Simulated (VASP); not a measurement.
# Si2As3 (P-3m1) in VASP: single point with PBE

Aim: the single point of Si2As3 with PBE.

All numbers are computed with VASP 6.6.1; they aren't measurements. Logs are shortened: lines on timing, memory, paths and dates and some standing lists are left out, and cuts for length are marked.

## 1. The cell of the first run

It takes space group P-3m1 (No. 164, trigonal). Conventional cell: a = 3.708 Å, b = 3.708 Å, c = 20.539 Å, α = 90.00°, β = 90.00°, γ = 120.00°. Si (site symmetry 3m) has 1 Si at 2.35 Å and 3 As at 2.40 Å within 3.1 Å. Si (site symmetry 3m) has 1 Si at 2.35 Å and 3 As at 2.40 Å within 3.1 Å. As (site symmetry 3m) has 3 As at 2.53 Å within 3.3 Å. As (site symmetry 3m) has 3 Si at 2.40 Å within 3.2 Å. Within 3.2 Å of As (site symmetry 3m) lie 3 Si at 2.40 Å.

## 2. Single point, PBE

INCAR

```
PREC     = Accurate       # precision mode
ENCUT    = 510            # plane-wave cutoff, eV
EDIFF    = 1E-6           # SCF threshold, eV
ISMEAR   = 0              # smearing method
SIGMA    = 0.2            # smearing width, eV
LREAL    = F              # projectors in reciprocal space
LASPH    = T              # aspherical terms in the spheres
NELM     = 120            # most SCF steps
ALGO     = Normal         # electronic algorithm
ISIF     = 2              # what is computed and relaxed
LWAVE    = F              # write WAVECAR
LCHARG   = F              # write CHGCAR
GGA      = PE             # functional
NBANDS   = 64             # bands
GGA_COMPAT= F
```

KPOINTS

```
Automatic mesh
0
Gamma
  5 5 1
```

POSCAR

```
Si2As3
1.0
    3.7078492356      0.0000000000      0.0000000000
   -1.8539246178      3.2110916314      0.0000000000
    0.0000000000      0.0000000000     20.5388699550
Si As
4 6
Direct
    0.0000000000      0.0000000000      0.7537536671
    0.0000000000      0.0000000000      0.6391395894
    0.0000000000      0.0000000000      0.2462463329
    0.0000000000      0.0000000000      0.3608604106
    0.3333333333      0.6666666667      0.0330438122
    0.6666666667      0.3333333333      0.9669561878
    0.3333333333      0.6666666667      0.8068226604
    0.3333333333      0.6666666667      0.5861298672
    0.6666666667      0.3333333333      0.1931773396
    0.6666666667      0.3333333333      0.4138701328
```

Potentials or basis: VASP PAW PBE potentials, release 64 (Si, As_d).

The run is started by

```console
> cat potpaw_PBE.64/Si/POTCAR potpaw_PBE.64/As_d/POTCAR > POTCAR
> mpirun -np 1 vasp_std > vasp.out
```

OUTCAR:

```text
PREC = Accurate
   ENCUT = 510
   EDIFF = 1E-6
   ISMEAR = 0
   LREAL = F
   LASPH = T
   NELM = 120
   ISIF = 2
   GGA = PE

 ion  position               nearest neighbor table
   1  0.000  0.000  0.754-   2 2.35   7 2.40   7 2.40   7 2.40
   2  0.000  0.000  0.639-   1 2.35   8 2.40   8 2.40   8 2.40
   3  0.000  0.000  0.246-   4 2.35   9 2.40   9 2.40   9 2.40
   4  0.000  0.000  0.361-   3 2.35  10 2.40  10 2.40  10 2.40
   5  0.333  0.667  0.033-   6 2.53   6 2.53   6 2.53
   6  0.667  0.333  0.967-   5 2.53   5 2.53   5 2.53
   7  0.333  0.667  0.807-   1 2.40   1 2.40   1 2.40
   8  0.333  0.667  0.586-   2 2.40   2 2.40   2 2.40
   9  0.667  0.333  0.193-   3 2.40   3 2.40   3 2.40
  10  0.667  0.333  0.414-   4 2.40   4 2.40   4 2.40

  LATTYP: Found a hexagonal cell.
 ALAT       =     3.7078492356
 C/A-ratio  =     5.5392947906

  Lattice vectors:

 A1 = (   3.7078492356,   0.0000000000,   0.0000000000)
 A2 = (  -1.8539246178,   3.2110916314,   0.0000000000)
 A3 = (   0.0000000000,   0.0000000000,  20.5388699550)

Analysis of symmetry for initial positions (statically):
=====================================================================
 Subroutine PRICEL returns:
 Original cell was already a primitive cell.

 Routine SETGRP: Setting up the symmetry group for a
 hexagonal supercell.

 Subroutine GETGRP returns: Found 12 space group operations
 (whereof 12 operations were pure point group operations)
 out of a pool of 24 trial point group operations.

The static configuration has the point symmetry D_3d.

Analysis of symmetry for dynamics (positions and initial velocities):
=====================================================================
 Subroutine PRICEL returns:
 Original cell was already a primitive cell.

 Routine SETGRP: Setting up the symmetry group for a
 hexagonal supercell.

 Subroutine GETGRP returns: Found 12 space group operations
 (whereof 12 operations were pure point group operations)
 out of a pool of 24 trial point group operations.

The dynamic configuration has the point symmetry D_3d.

 Subroutine INISYM returns: Found 12 space group operations
 (whereof 12 operations are pure point group operations),
 and found     1 'primitive' translations

----------------------------------------------------------------------------------------

                                     Primitive cell

  volume of cell :     244.5408

  direct lattice vectors                    reciprocal lattice vectors
     3.707849236  0.000000000  0.000000000     0.269698129  0.155710287  0.000000000
    -1.853924618  3.211091631  0.000000000     0.000000000  0.311420574  0.000000000
     0.000000000  0.000000000 20.538869955     0.000000000  0.000000000  0.048688170

  length of vectors
     3.707849236  3.707849236 20.538869955     0.311420574  0.311420574  0.048688170

  position of ions in fractional coordinates (direct lattice)
     0.000000000  0.000000000  0.753753667
     0.000000000  0.000000000  0.639139589
     0.000000000  0.000000000  0.246246333
     0.000000000  0.000000000  0.360860411
     0.333333333  0.666666667  0.033043812
     0.666666667  0.333333333  0.966956188
     0.333333333  0.666666667  0.806822660
     0.333333333  0.666666667  0.586129867
     0.666666667  0.333333333  0.193177340
     0.666666667  0.333333333  0.413870133

  ion indices of the primitive-cell ions
   primitive index   ion index
                 1           1
                 2           2
                 3           3
                 4           4
                 5           5
                 6           6
                 7           7
                 8           8
                 9           9
                10          10

----------------------------------------------------------------------------------------

 KPOINTS: Automatic mesh

Automatic generation of k-mesh.
 Grid dimensions read from file:
 generate k-points for:    5    5    1

 Generating k-lattice:

  Cartesian coordinates                     Fractional coordinates (reciprocal lattice)
     0.053939626  0.031142057  0.000000000     0.200000000  0.000000000  0.000000000
     0.000000000  0.062284115  0.000000000     0.000000000  0.200000000  0.000000000
     0.000000000  0.000000000  0.048688170     0.000000000  0.000000000  1.000000000

  Length of vectors
     0.062284115  0.062284115  0.048688170

  Shift w.r.t. Gamma in fractional coordinates (k-lattice)
     0.000000000  0.000000000  0.000000000

 Subroutine IBZKPT returns following result:
 ===========================================

 Found      5 irreducible k-points:

 Following reciprocal coordinates:
            Coordinates               Weight
  0.000000  0.000000  0.000000      1.000000
  0.200000  0.000000  0.000000      6.000000
  0.400000  0.000000  0.000000      6.000000
  0.200000  0.200000  0.000000      6.000000
  0.400000  0.200000  0.000000      6.000000
   k-points           NKPTS =      5   k-points in BZ     NKDIM =      5   number of bands    NBANDS=     64
   number of dos      NEDOS =    301   number of ions     NIONS =     10
   total plane-waves  NPLWV = 125440
   dimension x,y,z NGX =    28 NGY =   28 NGZ =  160
   dimension x,y,z NGXF=    56 NGYF=   56 NGZF=  320
   ions per type =               4   6
   NGX,Y,Z   is equivalent  to a cutoff of  12.55, 12.55, 12.95 a.u.
   NGXF,Y,Z  is equivalent  to a cutoff of  25.11, 25.11, 25.90 a.u.
 SYSTEM =  unknown system
   PREC   = accura    normal or accurate (medium, high low for compatibility)
   ISTART =      0    job   : 0-new  1-cont  2-samecut
   ICHARG =      2    charge: 1-file 2-atom 10-const
   ISPIN  =      1    spin polarized calculation?
   LNONCOLLINEAR =      F non collinear calculations
   LSORBIT =      F    spin-orbit coupling
   LASPH  =      T    aspherical Exc in radial PAW
   ENCUT  =  510.0 eV  37.48 Ry    6.12 a.u.   6.83  6.83 37.82*2*pi/ulx,y,z
   NELM   =    120;   NELMIN=  2; NELMDL= -5     # of ELM steps
   EDIFF  = 0.1E-05   stopping-criterion for ELM
   LREAL  =      F    real-space projection
[... 7 lines left out ...]
   TEBEG  =    0.0;   TEEND  =   0.0 temperature during run
   PSTRESS=    0.0 pullay stress
   NELECT =     106.0000    total number of electrons
   NUPDOWN=      -1.0000    fix difference up-down
   EMIN   =  10.00;   EMAX   =-10.00  energy-range for DOS
   EFERMI =   0.00;   METHOD = LEGACY
   ISMEAR =     0;   SIGMA  =   0.20  broadening in eV -4-tet -1-fermi 0-gaus
   EFERMI_NEDOS =   21; number of points for ismear=-14 and -15
   IALGO  =     38    algorithm
   IMIX   =      4    mixing-type and parameters
     AMIX     =   0.40;   BMIX     =  1.00
     AMIX_MAG =   1.60;   BMIX_MAG =  1.00
  volume/ion in A,a.u.               =      24.45       165.02
  Fermi-wavevector in a.u.,A,eV,Ry     =   1.238967  2.341308 20.885471  1.535039
  Thomas-Fermi vector in A             =   2.373470
   LORBIT       =      0    0 simple, 1 ext, 2 COOP (PROOUT), +10 PAW based schemes
   GGA     = PE    functional components
   LHFCALC =     F    Hartree Fock is set to
   AEXX    =    0.0000 exact exchange contribution
   IVDW    =     0    specifies the selected vdW correction
   LEPSILON=     F    determine dielectric tensor
   LRPA    =     F    only Hartree local field effects (RPA)
 non-spin polarized calculation
 Gauss-broadening in eV      SIGMA  =   0.20
  energy-cutoff  :      510.00
  volume of cell :      244.54
 maximum number of plane-waves:      6400
 NGX is ok and might be reduce to    28
   NGX = 13   NGY = 13   NGZ = 75

 number of electron     105.9999992 magnetization

 Free energy of the ion-electron system (eV)
  ---------------------------------------------------
  ext. energy  EPLUGINS =         0.00000000
  ---------------------------------------------------
  free energy    TOTEN  =       -50.17296987 eV

  energy without entropy =      -50.17106831  energy(sigma->0) =      -50.17201909

 E-fermi :   3.3773     XC(G=0):  -9.2722

 val. band max:        3.1170518351   @ k =   0.0000   0.0000   0.0000
 cond. band min:       3.7369914162   @ k =   0.4000   0.0000   0.0000
 fundamental gap:      0.6199395810
 Fermi energy:         3.3773074485

 k-point     1 :       0.0000    0.0000    0.0000
  band No.  band energies     occupation
      1     -32.5996      2.00000
      2     -32.5996      2.00000
      3     -32.5642      2.00000
      4     -32.5642      2.00000
      5     -32.5208      2.00000
      6     -32.5002      2.00000
[... 56 lines left out ...]
     63       5.7582      0.00000
     64       5.7582      0.00000

 k-point     2 :       0.2000    0.0000    0.0000
  band No.  band energies     occupation
      1     -32.5992      2.00000
      2     -32.5904      2.00000
      3     -32.5611      2.00000
      4     -32.5567      2.00000
      5     -32.5208      2.00000
      6     -32.5053      2.00000
[... 56 lines left out ...]
     63       6.8752      0.00000
     64       7.0766      0.00000

 k-point     3 :       0.4000    0.0000    0.0000
  band No.  band energies     occupation
      1     -32.5981      2.00000
      2     -32.5751      2.00000
      3     -32.5467      2.00000
      4     -32.5397      2.00000
      5     -32.5228      2.00000
      6     -32.5188      2.00000
[... 56 lines left out ...]
     63       6.5414      0.00000
     64       6.5620      0.00000

 k-point     4 :       0.2000    0.2000    0.0000
  band No.  band energies     occupation
      1     -32.5993      2.00000
      2     -32.5740      2.00000
      3     -32.5554      2.00000
      4     -32.5447      2.00000
      5     -32.5200      2.00000
      6     -32.5163      2.00000
[... 56 lines left out ...]
     63       7.5222      0.00000
     64       7.5473      0.00000

 k-point     5 :       0.4000    0.2000    0.0000
  band No.  band energies     occupation
      1     -32.5993      2.00000
      2     -32.5622      2.00000
      3     -32.5414      2.00000
      4     -32.5352      2.00000
      5     -32.5274      2.00000
      6     -32.5234      2.00000
[... 56 lines left out ...]
     63       7.2554      0.00000
     64       7.4988      0.00000

------------------------ aborting loop because EDIFF is reached ----------------------------------------

  FORCE on cell =-STRESS in cart. coord.  units (eV):
  Direction    XX          YY          ZZ          XY          YZ          ZX
  --------------------------------------------------------------------------------------
  -------------------------------------------------------------------------------------
  Total       -0.1919232     -0.1919232      0.7792979      0.0000000     -0.0000000      0.0000000
  in kB       -1.2574382     -1.2574382      5.1057882      0.0000000     -0.0000000      0.0000000
  external PRESSURE =       0.8636373 kB  Pullay stress =       0.0000000 kB

 VOLUME and BASIS-vectors are now :
 -----------------------------------------------------------------------------
  energy-cutoff  :      510.00
  volume of cell :      244.54
      direct lattice vectors                 reciprocal lattice vectors
     3.707849236  0.000000000  0.000000000     0.269698129  0.155710287  0.000000000
    -1.853924618  3.211091631  0.000000000     0.000000000  0.311420574  0.000000000
     0.000000000  0.000000000 20.538869955     0.000000000  0.000000000  0.048688170

 POSITION                                       TOTAL-FORCE (eV/Angst)
 -----------------------------------------------------------------------------------
      0.00000      0.00000     15.48125         0.000000      0.000000      0.050523
      0.00000      0.00000     13.12720        -0.000000      0.000000     -0.044262
      0.00000      0.00000      5.05762         0.000000     -0.000000     -0.050523
      0.00000      0.00000      7.41167        -0.000000      0.000000      0.044262
     -0.00000      2.14073      0.67868        -0.000000     -0.000000      0.006004
      1.85392      1.07036     19.86019         0.000000      0.000000     -0.006004
     -0.00000      2.14073     16.57123         0.000000      0.000000     -0.002094
     -0.00000      2.14073     12.03845        -0.000000     -0.000000     -0.003235
      1.85392      1.07036      3.96764        -0.000000     -0.000000      0.002094
      1.85392      1.07036      8.50042         0.000000      0.000000      0.003235
 -----------------------------------------------------------------------------------
    total drift:                                0.000000     -0.000000      0.000000

  FREE ENERGIE OF THE ION-ELECTRON SYSTEM (eV)
  ---------------------------------------------------
  free  energy   TOTEN  =       -50.1729698658 eV

  energy  without entropy=      -50.1710683148  energy(sigma->0) =      -50.17201909
```

It took 81 s on 1 thread of Intel Xeon Platinum 8488C (Sapphire Rapids), shared host; peak memory 0.35 GiB.

What came out:

* Free energy: -50.1730 eV
* Pressure: 0.1 GPa
* Largest force: 0.051 eV/Å
* Band gap on the k mesh: 0.62 eV (least direct gap 1.13 eV)

Forces in eV/Å, atoms in the order of the input:
```
Si   0.000  0.000  0.051
Si   0.000  0.000 -0.044
Si   0.000  0.000 -0.051
Si   0.000  0.000  0.044
As   0.000  0.000  0.006
As   0.000  0.000 -0.006
As   0.000  0.000 -0.002
As   0.000  0.000 -0.003
As   0.000  0.000  0.002
As   0.000  0.000  0.003
```

Caveat: this functional lacks dispersion, which binds layers or chains, so the pressure and a relaxed spacing across them are unreliable.
